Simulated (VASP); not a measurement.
# Au (Fd-3m) in VASP: a series of runs

Runs on Au. Level: PBE. Tasks: single point.

Everything below comes from runs of VASP 6.6.1. Logs are shortened: lines on timing, memory, paths and dates and some standing lists are left out, and cuts for length are marked.

**1. The cell of the first run**

It takes space group Fd-3m (No. 227, cubic). The conventional cell has a = 6.204 Å, b = 6.204 Å, c = 6.204 Å, α = 90.00°, β = 90.00°, γ = 90.00°. Au (site symmetry -43m) has 4 Au at 2.69 Å within 3.5 Å.

This isn't the form of Au at room conditions, which is fcc.

**2. Single point, PBE**

File INCAR:

```
PREC = Accurate
ENCUT = 520
EDIFF = 1E-6
ISMEAR = -1
SIGMA = 0.06122561905347299
LREAL = F
LASPH = T
NELM = 80
ALGO = Normal
ISIF = 2
LWAVE = F
LCHARG = F
GGA = PE
NBANDS = 18
```

File KPOINTS:

```
regular mesh
0
Gamma
  16 16 16
```

File POSCAR:

```
Au
1.0
    0.0000000000      3.1020715983      3.1020715983
    3.1020715983      0.0000000000      3.1020715983
    3.1020715983      3.1020715983      0.0000000000
Au
2
Direct
    0.0000000000      0.0000000000      0.0000000000
    0.2500000000      0.2500000000      0.2500000000
```

Potentials or basis: VASP PAW PBE potentials, release 64 (Au).

Launch:

```
$ cat potpaw_PBE.64/Au/POTCAR > POTCAR
$ mpirun -np 1 vasp_std > vasp.out
```

OUTCAR:

```text
PREC = Accurate
   ENCUT = 520
   EDIFF = 1E-6
   ISMEAR = -1
   LREAL = F
   LASPH = T
   NELM = 80
   ISIF = 2
   GGA = PE

 ion  position               nearest neighbor table
   1  0.000  0.000  0.000-   2 2.69   2 2.69   2 2.69   2 2.69
   2  0.250  0.250  0.250-   1 2.69   1 2.69   1 2.69   1 2.69

  LATTYP: Found a face centered cubic cell.
 ALAT       =     6.2041431966

  Lattice vectors:

 A1 = (   0.0000000000,   3.1020715983,   3.1020715983)
 A2 = (   3.1020715983,   0.0000000000,   3.1020715983)
 A3 = (   3.1020715983,   3.1020715983,   0.0000000000)

Analysis of symmetry for initial positions (statically):
=====================================================================
 Subroutine PRICEL returns:
 Original cell was already a primitive cell.

 Routine SETGRP: Setting up the symmetry group for a
 face centered cubic supercell.

 Subroutine GETGRP returns: Found 48 space group operations
 (whereof 24 operations were pure point group operations)
 out of a pool of 48 trial point group operations.

The static configuration has the point symmetry T_d .
 The point group associated with its full space group is O_h .

Analysis of symmetry for dynamics (positions and initial velocities):
=====================================================================
 Subroutine PRICEL returns:
 Original cell was already a primitive cell.

 Routine SETGRP: Setting up the symmetry group for a
 face centered cubic supercell.

 Subroutine GETGRP returns: Found 48 space group operations
 (whereof 24 operations were pure point group operations)
 out of a pool of 48 trial point group operations.

The dynamic configuration has the point symmetry T_d .
 The point group associated with its full space group is O_h .

 Subroutine INISYM returns: Found 48 space group operations
 (whereof 24 operations are pure point group operations),
 and found     1 'primitive' translations

----------------------------------------------------------------------------------------

                                     Primitive cell

  volume of cell :      59.7015

  direct lattice vectors                    reciprocal lattice vectors
     0.000000000  3.102071598  3.102071598    -0.161182611  0.161182611  0.161182611
     3.102071598  0.000000000  3.102071598     0.161182611 -0.161182611  0.161182611
     3.102071598  3.102071598  0.000000000     0.161182611  0.161182611 -0.161182611

  length of vectors
     4.386991726  4.386991726  4.386991726     0.279176472  0.279176472  0.279176472

  position of ions in fractional coordinates (direct lattice)
     0.000000000  0.000000000  0.000000000
     0.250000000  0.250000000  0.250000000

  ion indices of the primitive-cell ions
   primitive index   ion index
                 1           1
                 2           2

----------------------------------------------------------------------------------------

 KPOINTS: regular mesh

Automatic generation of k-mesh.
 Grid dimensions read from file:
 generate k-points for:   16   16   16

 Generating k-lattice:

  Cartesian coordinates                     Fractional coordinates (reciprocal lattice)
    -0.010073913  0.010073913  0.010073913     0.062500000  0.000000000  0.000000000
     0.010073913 -0.010073913  0.010073913     0.000000000  0.062500000  0.000000000
     0.010073913  0.010073913 -0.010073913     0.000000000  0.000000000  0.062500000

  Length of vectors
     0.017448529  0.017448529  0.017448529

  Shift w.r.t. Gamma in fractional coordinates (k-lattice)
     0.000000000  0.000000000  0.000000000

 Subroutine IBZKPT returns following result:
 ===========================================

 Found    145 irreducible k-points:

 Following reciprocal coordinates:
            Coordinates               Weight
  0.000000  0.000000  0.000000      1.000000
  0.062500  0.000000  0.000000      8.000000
  0.125000  0.000000  0.000000      8.000000
  0.187500  0.000000  0.000000      8.000000
  0.250000  0.000000  0.000000      8.000000
  0.312500  0.000000  0.000000      8.000000
[... 16 lines left out ...]
 -0.125000  0.062500  0.000000     24.000000
 -0.062500  0.062500  0.000000     12.000000
 [... further k-points ...]
   k-points           NKPTS =    145   k-points in BZ     NKDIM =    145   number of bands    NBANDS=     18
   number of dos      NEDOS =    301   number of ions     NIONS =      2
   total plane-waves  NPLWV =  46656
   dimension x,y,z NGX =    36 NGY =   36 NGZ =   36
   dimension x,y,z NGXF=    72 NGYF=   72 NGZF=   72
   ions per type =               2
   NGX,Y,Z   is equivalent  to a cutoff of  13.64, 13.64, 13.64 a.u.
   NGXF,Y,Z  is equivalent  to a cutoff of  27.28, 27.28, 27.28 a.u.
 SYSTEM =  unknown system
   PREC   = accura    normal or accurate (medium, high low for compatibility)
   ISTART =      0    job   : 0-new  1-cont  2-samecut
   ICHARG =      2    charge: 1-file 2-atom 10-const
   ISPIN  =      1    spin polarized calculation?
   LNONCOLLINEAR =      F non collinear calculations
   LSORBIT =      F    spin-orbit coupling
   LASPH  =      T    aspherical Exc in radial PAW
   ENCUT  =  520.0 eV  38.22 Ry    6.18 a.u.   8.16  8.16  8.16*2*pi/ulx,y,z
   NELM   =     80;   NELMIN=  2; NELMDL= -5     # of ELM steps
   EDIFF  = 0.1E-05   stopping-criterion for ELM
   LREAL  =      F    real-space projection
   EDIFFG = 0.1E-04   stopping-criterion for IOM
   NSW    =      0    number of steps for IOM
   IBRION =     -1    ionic relax: 0-MD 1-quasi-New 2-CG
   NFREE  =      0    steps in history (QN), initial steepest desc. (CG)
   ISIF   =      2    stress and relaxation
   ISYM   =      2    0-nonsym 1-usesym 2-fastsym
   POTIM  = 0.5000    time-step for ionic-motion
   TEBEG  =    0.0;   TEEND  =   0.0 temperature during run
   PSTRESS=    0.0 pullay stress
   NELECT =      22.0000    total number of electrons
   NUPDOWN=      -1.0000    fix difference up-down
   EMIN   =  10.00;   EMAX   =-10.00  energy-range for DOS
   EFERMI =   0.00;   METHOD = LEGACY
   ISMEAR =    -1;   SIGMA  =   0.06  broadening in eV -4-tet -1-fermi 0-gaus
   EFERMI_NEDOS =   21; number of points for ismear=-14 and -15
   IALGO  =     38    algorithm
   IMIX   =      4    mixing-type and parameters
     AMIX     =   0.40;   BMIX     =  1.00
     AMIX_MAG =   1.60;   BMIX_MAG =  1.00
  volume/ion in A,a.u.               =      29.85       201.44
  Fermi-wavevector in a.u.,A,eV,Ry     =   1.173691  2.217955 18.742725  1.377551
  Thomas-Fermi vector in A             =   2.310100
   LORBIT       =      0    0 simple, 1 ext, 2 COOP (PROOUT), +10 PAW based schemes
   GGA     = PE    functional components
   LHFCALC =     F    Hartree Fock is set to
   AEXX    =    0.0000 exact exchange contribution
   IVDW    =     0    specifies the selected vdW correction
   LEPSILON=     F    determine dielectric tensor
   LRPA    =     F    only Hartree local field effects (RPA)
 non-spin polarized calculation
  energy-cutoff  :      520.00
  volume of cell :       59.70
 maximum number of plane-waves:      1639
 NGX is ok and might be reduce to    36
   NGX = 17   NGY = 17   NGZ = 17

 number of electron      22.0000003 magnetization

 Free energy of the ion-electron system (eV)
  ---------------------------------------------------
  ext. energy  EPLUGINS =         0.00000000
  ---------------------------------------------------
  free energy    TOTEN  =        -5.01781203 eV

  energy without entropy =       -5.00880206  energy(sigma->0) =       -5.01330704

 E-fermi :   2.5897     XC(G=0):  -9.1897

 val. band max:        2.5628853119   @ k =  -0.3125   0.4375   0.1875
 cond. band min:       2.6045586011   @ k =  -0.3125   0.4375   0.1250
 fundamental gap:      0.0416732892
 Fermi energy:         2.5896547703

 k-point     1 :       0.0000    0.0000    0.0000
  band No.  band energies     occupation
      1      -3.1654      2.00000
      2      -1.3333      2.00000
      3      -1.3333      2.00000
      4      -1.3333      2.00000
      5      -1.3243      2.00000
      6      -1.3243      2.00000
[... 10 lines left out ...]
     17      12.9748      0.00000
     18      12.9748      0.00000

 k-point     2 :       0.0625    0.0000    0.0000
  band No.  band energies     occupation
      1      -3.1212      2.00000
      2      -1.4108      2.00000
      3      -1.4108      2.00000
      4      -1.3368      2.00000
      5      -1.2341      2.00000
      6      -1.2341      2.00000
[... 10 lines left out ...]
     17      13.2488      0.00000
     18      13.2488      0.00000

 k-point     3 :       0.1250    0.0000    0.0000
  band No.  band energies     occupation
      1      -2.9924      2.00000
      2      -1.4722      2.00000
      3      -1.4722      2.00000
      4      -1.3467      2.00000
      5      -1.1389      2.00000
      6      -1.1389      2.00000
[... 10 lines left out ...]
     17      13.7029      0.00000
     18      13.7029      0.00000

 k-point     4 :       0.1875    0.0000    0.0000
  band No.  band energies     occupation
      1      -2.7916      2.00000
      2      -1.5093      2.00000
      3      -1.5093      2.00000
      4      -1.3611      2.00000
      5      -1.0587      2.00000
      6      -1.0587      2.00000
[... 10 lines left out ...]
     17      13.8768      0.00000
     18      14.0200      0.00000

 k-point     5 :       0.2500    0.0000    0.0000
  band No.  band energies     occupation
      1      -2.5436      2.00000
      2      -1.5209      2.00000
      3      -1.5209      2.00000
      4      -1.3776      2.00000
      5      -1.0099      2.00000
      6      -1.0099      2.00000
[... 10 lines left out ...]
     17      14.0997      0.00000
     18      14.0997      0.00000

 k-point     6 :       0.3125    0.0000    0.0000
  band No.  band energies     occupation
      1      -2.2874      2.00000
      2      -1.5092      2.00000
      3      -1.5092      2.00000
      4      -1.3945      2.00000
      5      -1.0007      2.00000
      6      -1.0007      2.00000
[... 10 lines left out ...]
     17      14.0492      0.00000
     18      14.0492      0.00000

 k-point     7 :       0.3750    0.0000    0.0000
  band No.  band energies     occupation
      1      -2.0709      2.00000
      2      -1.4808      2.00000
      3      -1.4808      2.00000
      4      -1.4108      2.00000
      5      -1.0243      2.00000
      6      -1.0243      2.00000
[... 10 lines left out ...]
     17      13.9731      0.00000
     18      13.9731      0.00000

 k-point     8 :       0.4375    0.0000    0.0000
  band No.  band energies     occupation
      1      -1.9310      2.00000
      2      -1.4487      2.00000
      3      -1.4487      2.00000
      4      -1.4246      2.00000
      5      -1.0591      2.00000
      6      -1.0591      2.00000
[... 10 lines left out ...]
     17      13.9163      0.00000
     18      13.9163      0.00000
[... 229 lines left out ...]
     17      13.9478      0.00000
     18      14.5452      0.00000

 k-point    20 :      -0.3125    0.0625    0.0000
  band No.  band energies     occupation
      1      -2.1783      2.00000
      2      -1.5619      2.00000
      3      -1.4658      2.00000
      4      -1.3903      2.00000
      5      -1.0607      2.00000
      6      -0.9135      2.00000
[... 10 lines left out ...]
     17      13.9118      0.00000
     18      14.7189      0.00000

 k-point    21 :      -0.2500    0.0625    0.0000
  band No.  band energies     occupation
      1      -2.4235      2.00000
      2      -1.5812      2.00000
      3      -1.4618      2.00000
      4      -1.3889      2.00000
      5      -1.0600      2.00000
      6      -0.9146      2.00000
[... 10 lines left out ...]
     17      13.8633      0.00000
     18      14.5014      0.00000

 k-point    22 :      -0.1875    0.0625    0.0000
  band No.  band energies     occupation
      1      -2.6769      2.00000
      2      -1.5765      2.00000
      3      -1.4569      2.00000
      4      -1.3727      2.00000
      5      -1.0899      2.00000
      6      -0.9601      2.00000
[... 10 lines left out ...]
     17      13.6731      0.00000
     18      13.7167      0.00000

 k-point    23 :      -0.1250    0.0625    0.0000
  band No.  band energies     occupation
      1      -2.8951      2.00000
      2      -1.5453      2.00000
      3      -1.4380      2.00000
      4      -1.3540      2.00000
      5      -1.1490      2.00000
      6      -1.0406      2.00000
[... 10 lines left out ...]
     17      13.4071      0.00000
     18      13.8549      0.00000

 k-point    24 :      -0.0625    0.0625    0.0000
  band No.  band energies     occupation
      1      -3.0486      2.00000
      2      -1.4886      2.00000
      3      -1.4093      2.00000
      4      -1.3403      2.00000
      5      -1.2160      2.00000
      6      -1.1377      2.00000
[... 10 lines left out ...]
     17      13.1142      0.00000
     18      14.0461      0.00000

 [... further k-points ...]

------------------------ aborting loop because EDIFF is reached ----------------------------------------

  FORCE on cell =-STRESS in cart. coord.  units (eV):
  Direction    XX          YY          ZZ          XY          YZ          ZX
  --------------------------------------------------------------------------------------
  -------------------------------------------------------------------------------------
  Total       -0.4090335     -0.4090335     -0.4090335     -0.0000000      0.0000000     -0.0000000
  in kB      -10.9770096    -10.9770096    -10.9770096     -0.0000000      0.0000000     -0.0000000
  external PRESSURE =     -10.9770096 kB  Pullay stress =       0.0000000 kB

 VOLUME and BASIS-vectors are now :
 -----------------------------------------------------------------------------
  energy-cutoff  :      520.00
  volume of cell :       59.70
      direct lattice vectors                 reciprocal lattice vectors
     0.000000000  3.102071598  3.102071598    -0.161182611  0.161182611  0.161182611
     3.102071598  0.000000000  3.102071598     0.161182611 -0.161182611  0.161182611
     3.102071598  3.102071598  0.000000000     0.161182611  0.161182611 -0.161182611

 POSITION                                       TOTAL-FORCE (eV/Angst)
 -----------------------------------------------------------------------------------
      0.00000      0.00000      0.00000        -0.000000     -0.000000     -0.000000
      1.55104      1.55104      1.55104         0.000000      0.000000      0.000000
 -----------------------------------------------------------------------------------
    total drift:                                0.000000      0.000000      0.000000

  FREE ENERGIE OF THE ION-ELECTRON SYSTEM (eV)
  ---------------------------------------------------
  free  energy   TOTEN  =        -5.0178120330 eV

  energy  without entropy=       -5.0088020564  energy(sigma->0) =       -5.01330704
```

It took 54 s on 1 thread of Intel Xeon 6975P-C (Granite Rapids), shared host; peak memory 0.28 GiB.

Results:

* Free energy: -5.0178 eV
* Pressure: -1.1 GPa
* Band gap on the k mesh: zero (bands 11 and 12 overlap by 0.64 eV)

Levels at points of the mesh, in eV from the Fermi level:
```
           k point  band 8  band 9  band 10  band 11  band 12  band 13  band 14  band 15
(0.00, 0.00, 0.00)   -2.20   -2.20    -1.28    -1.28     8.27     9.31     9.31     9.31
(0.50, 0.00, 0.00)   -1.99   -1.40    -1.40    -0.68    -0.41     6.63     6.63     8.43
(0.50, 0.50, 0.00)   -2.65   -1.24    -1.24     0.23     0.23     3.77     3.77     7.87
```

Caveat: spin-orbit coupling is left out, which moves the levels of the heavy elements.

**3. Single point, PBE**

File INCAR:

```
SYSTEM = Au
PREC = Accurate ; ENCUT = 520
EDIFF = 1E-6 ; ISMEAR = -1
SIGMA = 0.06122561905347299 ; LREAL = .False.
LASPH = .True. ; NELM = 80
ALGO = Normal ; ISIF = 2
LWAVE = .False. ; LCHARG = .False.
GGA = PE ; NBANDS = 18
```

File KPOINTS:

```
Automatic mesh
0
Gamma
  16 16 16
  0 0 0
```

POSCAR is that of step 2.

Potentials or basis: VASP PAW PBE potentials, release 64 (Au).

Launch:

```
$ cat potpaw_PBE.64/Au/POTCAR > POTCAR
$ mpirun -np 1 vasp_std > vasp.out
```

Wall time 54 s (1 thread of Intel Xeon 6975P-C (Granite Rapids), shared host); peak memory 0.28 GiB.

Results (log left out):

```yaml
Free_energy: -5.0178 eV
Pressure: -1.1 GPa
Band_gap_on_the_k_mesh: zero (bands 11 and 12 overlap by 0.64 eV)
```

Levels at points of the mesh, in eV from the Fermi level:
```
           k point  band 9  band 10  band 11  band 12  band 13  band 14
(0.00, 0.00, 0.00)   -2.20    -1.28    -1.28     8.27     9.31     9.31
(0.50, 0.00, 0.00)   -1.40    -1.40    -0.68    -0.41     6.63     6.63
(0.50, 0.50, 0.00)   -1.24    -1.24     0.23     0.23     3.77     3.77
```

Caveat: spin-orbit coupling is left out, which moves the levels of the heavy elements.

**4. Single point, PBE**

This run uses another cell than the first one, of 30.44 Å³/atom.

File INCAR:

```
  PREC = Accurate
  ENCUT = 520
  EDIFF = 1E-7
  ISMEAR = -1
  SIGMA = 0.06122561905347299
  LREAL = False
  LASPH = True
  NELM = 80
  ALGO = Normal
  ISIF = 2
  LWAVE = False
  LCHARG = True
  GGA = PE
  LELF = True
  LVHAR = True
  NBANDS = 18
```

File KPOINTS:

```
Automatic mesh
0
Gamma
  16 16 16
```

File POSCAR:

```
Au
1.0
    0.0000000000      3.1222154848      3.1222154848
    3.1222154848      0.0000000000      3.1222154848
    3.1222154848      3.1222154848      0.0000000000
Au
2
Direct
    0.0000000000      0.0000000000      0.0000000000
    0.2500000000      0.2500000000      0.2500000000
```

Launch:

```
$ cat potpaw_PBE.64/Au/POTCAR > POTCAR
$ mpirun -np 1 vasp_std > vasp.out
```

Run time: 80 s. Hardware: 1 thread of Intel Xeon 6975P-C (Granite Rapids), shared host; peak memory 0.29 GiB.

It converged, with:

| Item | Value |
| --- | --- |
| Free energy | -5.0072 eV |
| Pressure | -1.9 GPa |
| Band gap on the k mesh | zero (bands 11 and 12 overlap by 0.64 eV) |

Levels at points of the mesh, in eV from the Fermi level:
```csv
k point,band 9,band 10,band 11,band 12,band 13,band 14
"(0.00, 0.00, 0.00)",-2.17,-1.28,-1.28,8.10,9.18,9.18
"(0.50, 0.00, 0.00)",-1.39,-1.39,-0.62,-0.42,6.57,6.57
"(0.50, 0.50, 0.00)",-1.24,-1.24,0.22,0.22,3.77,3.77
```

Caveat: spin-orbit coupling is left out, which moves the levels of the heavy elements.

**5. Single point, PBE**

This run uses another cell than the first one, of 30.44 Å³/atom.

File INCAR:

```
SYSTEM = Au
PREC = Accurate
ENCUT = 520
EDIFF = 1E-6
ISMEAR = -1
SIGMA = 0.06122561905347299
LREAL = .FALSE.
LASPH = .TRUE.
NELM = 100
ALGO = Normal
ISIF = 2
LWAVE = .FALSE.
LCHARG = .FALSE.
GGA = PE
NBANDS = 18
```

File KPOINTS:

```
Automatic mesh
0
G
  16 16 16
  0 0 0
```

POSCAR is that of step 4.

Launch:

```
$ cat potpaw_PBE.64/Au/POTCAR > POTCAR
$ mpirun -np 1 vasp_std > vasp.out
```

Wall time 52 s (1 thread of Intel Xeon 6975P-C (Granite Rapids), shared host); peak memory 0.28 GiB.

Results (log left out):

```
Free energy            : -5.0072 eV
Pressure               : -1.9 GPa
Band gap on the k mesh : zero (bands 11 and 12 overlap by 0.64 eV)
```

Levels at points of the mesh, in eV from the Fermi level:
```
           k point  band 7  band 8  band 9  band 10  band 11  band 12  band 13  band 14  band 15  band 16
(0.00, 0.00, 0.00)   -2.17   -2.17   -2.17    -1.28    -1.28     8.10     9.18     9.18     9.18     9.70
(0.50, 0.00, 0.00)   -1.96   -1.96   -1.39    -1.39    -0.62    -0.42     6.57     6.57     8.27     9.76
(0.50, 0.50, 0.00)   -2.60   -2.60   -1.24    -1.24     0.22     0.22     3.77     3.77     7.80     7.80
```

Caveat: spin-orbit coupling is left out, which moves the levels of the heavy elements.

The gap in the log of VASP goes by the Fermi energy; the results here count the filled bands.